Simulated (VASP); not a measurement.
CdSe (Cadmoselite), 4 atoms in the cell. It takes space group P6_3mc (No. 186, hexagonal). The conventional cell has a = 4.271 Å, b = 4.271 Å, c = 6.973 Å, α = 90.00°, β = 90.00°, γ = 120.00°. Cd (site symmetry 3m) has 4 Se at 2.59 to 2.68 Å within 3.4 Å. Within 3.4 Å of Se (site symmetry 3m) lie 4 Cd at 2.59 to 2.68 Å. 

| Quantity | Value |
| --- | --- |
| Program | VASP 6.6.1 |
| Task | single point |
| Functional | RPBE |
| Dispersion | D4 |
| Potentials or basis | VASP PAW PBE potentials, release 64 (Cd, Se) |
| Cutoff | 520 eV |
| k mesh | 7 × 7 × 4 |
| Occupations | fermi-dirac, width 0.05 eV |
| Spin | no spin polarisation |
| Dipole correction | no |
| Further INCAR settings | ALGO = Normal; EDIFF = 1e-06; NBANDS = 26 |

Potentials or basis: VASP PAW PBE potentials, release 64 (Cd, Se).

Run with:

```bash
$ cat potpaw_PBE.64/Cd/POTCAR potpaw_PBE.64/Se/POTCAR > POTCAR
$ mpirun -np 1 vasp_std > vasp.out
```

Hardware: 1 thread of Intel(R) Xeon(R) 6975P-C (Granite Rapids) (shared host).

Task: How long does it take, and how much memory?

Result: Run time: 27 s on 1 thread of Intel(R) Xeon(R) 6975P-C (Granite Rapids), with other jobs on the host, peak memory 0.25 GiB. Counts: scf iterations 14, k points 24.
